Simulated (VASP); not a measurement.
Runs of VASP 6.6.1 on Bi. The structure is that of space group Fm-3m (No. 225), or close to it. The cells are those of the table. 

```csv
cell,gap on the mesh (eV),pressure (GPa)
"a = 3.241 Å, angles 60.0°, 1 atom",none,22.2
"a = 3.497 Å, angles 60.0°, 1 atom",none,0.0
"a = 3.243 Å, angles 60.0°, 1 atom",none,22.0
"a = 3.244 Å, angles 60.0°, 1 atom",none,(a)
```

Alike in all rows: task single point; level PBEsol; potentials or basis VASP PAW PBE potentials, release 64 (Bi_d); no spin polarisation; k mesh 14 × 14 × 14; cutoff (eV) 500; smearing fermi-dirac 0.05 eV.

**Question.** Estimate the missing entries.

**Answer.** (a) 21.9.

Caveats: the PAW data sets were made with another functional, which shifts forces and pressure a little; spin-orbit coupling is left out, which moves the levels of the heavy elements.

A k mesh can miss the band edges, and the runs leave out spin-orbit coupling on Bi.

A gap of «none» marks levels without a gap at the run's occupations.
